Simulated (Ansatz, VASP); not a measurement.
**AlN: VASP beside Ansatz**

```
Al N
1.0
     3.08874    0.00000    0.00000
    -1.54437    2.67493    0.00000
     0.00000    0.00000    4.94377
Al N
2 2
Direct
  0.29263 0.64095 0.00152
  0.70737 0.35905 0.50152
  0.36965 0.68962 0.38348
  0.63035 0.31038 0.88348
```

Change from the starting cell: mode 4 frozen in at -0.086 Å and mode 5 at -0.069 Å (largest displacements).

Alike in both runs: task single point; functional LDA; k mesh 9 × 9 × 6; occupations gaussian, width 0.05 eV; no spin polarisation.

|  | VASP | Ansatz |
| --- | --- | --- |
| version | VASP 6.6.1 | Ansatz 0.2.0 |
| potentials or method | VASP PAW LDA potentials, release 64 (Al, N), cutoff 520 eV | scalar-relativistic, plane waves, PAW |
| valence electrons in the cell | 16 | 16 |

|  | VASP | Ansatz | Ansatz less VASP |
| --- | --- | --- | --- |
| gap on the k mesh at the Fermi level (eV) | 4.27 | 4.27 | -0.005 |
| least direct gap on the mesh (eV) | 4.27 | 4.27 | -0.005 |
| pressure (GPa) | 0.2 | -0.3 | -0.59 |
| traceless stress, the component that is largest in VASP (GPa) | -0.89 | -0.91 | -0.019 |
| rms of the force components (eV/Å) | 0.302 | 0.301 | -0.0001 |

LDA's correlation is that of Perdew and Zunger in VASP and of Perdew and Wang (1992) in Ansatz. Atom by atom the forces differ by 0.003 eV/Å (rms over components).
